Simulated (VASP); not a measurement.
Input of a VASP 6.6.1 run:

The input INCAR:

```
ALGO = Normal ; EDIFF = 1E-6
ENCUT = 520 ; GGA = CA
ISIF = 2 ; ISMEAR = 0
ISPIN = 2 ; LASPH = True
LCHARG = False ; LDAU = True
LDAUJ = 0 0 ; LDAUL = 2 -1
LDAUPRINT = 1 ; LDAUTYPE = 2
LDAUU = 4 0 ; LMAXMIX = 4
LORBIT = 11 ; LREAL = False
LWAVE = False ; MAGMOM = 3 0 0
NBANDS = 24 ; NELM = 150
PREC = Accurate ; SIGMA = 0.05
```

The input KPOINTS:

```
k-points
0
Gamma
  7 7 7
```

POSCAR

```
MnO2
1.0
    0.0000000000      2.3128744900      2.3128744900
    2.3128744900      0.0000000000      2.3128744900
    2.3128744900      2.3128744900      0.0000000000
Mn O
1 2
Direct
    0.0000000000      0.0000000000      0.0000000000
    0.2500000000      0.2500000000      0.2500000000
    0.7500000000      0.7500000000      0.7500000000
```

Potentials or basis: VASP PAW LDA potentials, release 64 (Mn_pv, O).

Command:

```bash
$ cat potpaw_LDA.64/Mn_pv/POTCAR potpaw_LDA.64/O/POTCAR > POTCAR
$ mpirun -np 1 vasp_std > vasp.out
```

Q: Predict the site moments.

A: Mn +3.52; O -0.28 μB.

Q: Estimate the band gap on the k mesh.

A: Zero (filled and empty bands overlap).

Q: What does it give for the pressure?

A: 17.2 GPa.

Q: Predict the net moment.

A: 3.00 μB per cell.

Eigenvalues of the final occupation matrices:
```tsv
site	spin	trace	eigenvalues
site 1 d	1	4.18	0.76 0.76 0.76 0.95 0.95
site 1 d	2	0.72	0.04 0.04 0.21 0.21 0.21
```

Caveat: a cell with one magnetic atom can't hold antiferromagnetic order, which such compounds often take. The state reached can hang on the start; a lower one may exist.
